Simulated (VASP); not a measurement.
B9W, 20 atoms in the cell. The cell holds a disordered packing, 20 atoms: a = 5.292 Å, b = 5.617 Å, c = 5.386 Å, α = 90.64°, β = 93.31°, γ = 88.84°. 

* Program: VASP 6.6.1
* Task: single point
* Functional: PBE
* Potentials or basis: VASP PAW PBE potentials, release 64 (B, W_sv)
* Cutoff: 420 eV
* k mesh: 1 × 1 × 1, shifted
* Occupations: fermi-dirac, width 0.3102 eV
* Spin: no spin polarisation
* Dipole correction: no
* Further INCAR settings: LREAL = Auto; ALGO = Normal; EDIFF = 1e-06; NBANDS = 57; ISYM = -1

Potentials or basis: VASP PAW PBE potentials, release 64 (B, W_sv).

Run with:

```bash
$ cat potpaw_PBE.64/B/POTCAR potpaw_PBE.64/W_sv/POTCAR > POTCAR
$ mpirun -np 1 vasp_std > vasp.out
```

Hardware: 1 thread of Intel Xeon 8259CL, with other jobs on the host.

Problem. Estimate the wall time of this run.

Solution. Wall time 57 s on 1 thread of Intel Xeon 8259CL (shared host), peak memory 0.22 GiB. Counts: scf iterations 15, k points 1.
